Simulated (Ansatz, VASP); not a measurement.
Ta16H: VASP beside Ansatz

```
CELL_PARAMETERS angstrom
6.62000 0.00000 0.00000
0.00000 6.62000 0.00000
0.00000 0.00000 6.62000
ATOMIC_POSITIONS crystal
Ta 0.00763 0.99347 0.99964
Ta 0.49229 0.99347 0.99965
Ta 0.00204 0.50117 0.99964
Ta 0.99920 0.00062 0.49964
Ta 0.24996 0.24831 0.24888
Ta 0.49788 0.50118 0.99964
Ta 0.50071 0.00062 0.49964
Ta 0.74996 0.25547 0.25731
Ta 0.99976 0.50054 0.49964
Ta 0.24996 0.74840 0.24944
Ta 0.24996 0.24830 0.75041
Ta 0.50016 0.50054 0.49964
Ta 0.74996 0.74774 0.25173
Ta 0.74996 0.25547 0.74198
Ta 0.24996 0.74840 0.74985
Ta 0.74996 0.74775 0.74755
H 0.74996 0.12445 0.99965
```

Alike in both runs: functional PBE; k mesh 2 × 2 × 2; occupations fermi-dirac, width 0.05 eV; no spin polarisation.

Ansatz relaxed the structure, and its values are those at the end. VASP's run is a single point on that final structure, the one shown.

```csv
,VASP,Ansatz
version,VASP 6.6.1,Ansatz 0.2.0
potentials or method,"VASP PAW PBE potentials, release 64 (Ta_pv, H), cutoff 520 eV","scalar-relativistic, plane waves, PAW"
valence electrons in the cell,177,209
```

Ansatz gave:

| Item | Value |
| --- | --- |
| rms of the force components (eV/Å) | 0.002 |

Which values does VASP return?

rms of the force components (eV/Å): 0.004.

VASP's potentials hold 177 valence electrons a cell and Ansatz's 209, so a difference there can come from the potentials and not from the codes.

The k mesh is coarse, so the values compare programs but aren't converged. Neither program's run includes spin-orbit coupling.
